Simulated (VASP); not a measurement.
InSb, 2 atoms in the cell. Symmetry: I-4m2, No. 119, tetragonal system. The conventional cell has a = 4.777 Å, b = 4.777 Å, c = 6.344 Å, α = 90.00°, β = 90.00°, γ = 90.00°. In (site symmetry -4m2) has 4 Sb at 2.87 Å within 3.8 Å. Sb (site symmetry -4m2) has 4 In at 2.87 Å within 3.8 Å.  This cell differs from its parent crystal: epitaxial xy strain +3.0%.

| Item | Value |
| --- | --- |
| Program | VASP 6.6.1 |
| Task | single point |
| Functional | HSE06 |
| Potentials or basis | VASP PAW PBE potentials, release 64 (In_d, Sb) |
| Cutoff | 520 eV |
| k mesh | 4 × 4 × 4 |
| Occupations | fermi-dirac, width 0.02 eV |
| Spin | no spin polarisation |
| Dipole correction | no |
| Grid for exact exchange (PRECFOCK) | Normal |
| Further INCAR settings | ALGO = Normal; EDIFF = 1e-06; NBANDS = 16 |
| Screening parameter | 0.2079 1/Å |

Potentials or basis: VASP PAW PBE potentials, release 64 (In_d, Sb).

Launch:

```sh
$ cat potpaw_PBE.64/In_d/POTCAR potpaw_PBE.64/Sb/POTCAR > POTCAR
$ cp INCAR.step1 INCAR
$ mpirun -np 1 vasp_std > vasp.out
$ cp INCAR.step2 INCAR
$ mpirun -np 1 vasp_std > vasp.out
```

Hardware: 1 thread of Oxide Virtual Turin-like Processor, with other jobs on the host.

Problem. How long does it take, and how much memory?

Solution. Run time: 31 min on 1 thread of Oxide Virtual Turin-like Processor, on a shared host, peak memory 0.29 GiB. Counts: k points 13.
